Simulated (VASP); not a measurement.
Wanted: the native input for a VASP 6.6.1 run.

* Task: single point
* Functional: r2SCAN
* Potentials or basis: VASP PAW PBE potentials, release 64 (Hf_pv)
* Cutoff: 520 eV
* k mesh: 14 × 14 × 14
* Occupations: fermi-dirac, width 0.1 eV
* Spin: no spin polarisation
* Dipole correction: no
* Further INCAR settings: ALGO = Normal; EDIFF = 1e-07; NBANDS = 11

Hf:

```
Hf
1.0
    -1.83918    1.83918    1.83918
     1.83918   -1.83918    1.83918
     1.83918    1.83918   -1.83918
Hf
1
Direct
  0.00000 0.00000 0.00000
```

This cell differs from its parent crystal: volume scaled by 1.12.

These files were run (other wordings do the same):

POSCAR

```
Hf
1.0
   -1.8391849775      1.8391849775      1.8391849775
    1.8391849775     -1.8391849775      1.8391849775
    1.8391849775      1.8391849775     -1.8391849775
Hf
1
Direct
    0.0000000000      0.0000000000      0.0000000000
```

INCAR.step1

```
PREC = Accurate
ENCUT = 520
ISMEAR = -1
SIGMA = 0.1
LREAL = False
LASPH = True
NELM = 80
NBANDS = 11
GGA = PE
ALGO = Normal
EDIFF = 1E-4
LWAVE = True
LCHARG = False
```

INCAR.step2

```
PREC = Accurate
ENCUT = 520
EDIFF = 1E-7
ISMEAR = -1
SIGMA = 0.1
LREAL = False
LASPH = True
NELM = 80
ALGO = Normal
ISIF = 2
LWAVE = False
LCHARG = False
METAGGA = R2SCAN
LMIXTAU = True
NBANDS = 11
ISTART = 1
```

KPOINTS

```
Automatic mesh
0
Gamma
  14 14 14
```

Potentials or basis: VASP PAW PBE potentials, release 64 (Hf_pv).

Command:

```console
$ cat potpaw_PBE.64/Hf_pv/POTCAR > POTCAR
$ cp INCAR.step1 INCAR
$ mpirun -np 1 vasp_std > vasp.out
$ cp INCAR.step2 INCAR
$ mpirun -np 1 vasp_std > vasp.out
```

It gave:

The pressure is -10.0 GPa. The band gap on the k mesh is zero (band 5 reaches 5.43 eV, above the bottom of band 6 at 2.97 eV).

Caveat: the PAW data sets were made with another functional, which shifts forces and pressure a little; spin-orbit coupling is left out, which moves the levels of the heavy elements.

It took 3.6 min on 1 thread of AMD EPYC 7R13 (shared host), peak memory 0.13 GiB.
